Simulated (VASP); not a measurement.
HF, 20 atoms in the cell. The cell holds a disordered packing, 20 atoms: a = 6.479 Å, b = 6.479 Å, c = 6.479 Å, α = 90.00°, β = 90.00°, γ = 90.00°. 

| Property | Result |
| --- | --- |
| Program | VASP 6.6.1 |
| Task | single point |
| Functional | PBE |
| Dispersion | D3(BJ) |
| Potentials or basis | VASP PAW PBE potentials, release 64 (F_h, H_h) |
| Cutoff | 1010 eV |
| k mesh | 1 × 1 × 1 |
| Occupations | fermi-dirac, width 0.02 eV |
| Spin | no spin polarisation |
| Dipole correction | no |
| Further INCAR settings | LREAL = Auto; ALGO = Normal; EDIFF = 1e-06; NBANDS = 56 |

Potentials or basis: VASP PAW PBE potentials, release 64 (F_h, H_h).

Run with:

```bash
$ cat potpaw_PBE.64/F_h/POTCAR potpaw_PBE.64/H_h/POTCAR > POTCAR
$ mpirun -np 1 vasp_gam > vasp.out
```

Hardware: 1 thread of AMD EPYC 7R43 64-Core Processor (Zen 3), on a shared host.

How long does it take, and how much memory?

It took 110 s on 1 thread of AMD EPYC 7R43 64-Core Processor (Zen 3), on a shared host, peak memory 0.59 GiB. Counts: scf iterations 16, k points 1.
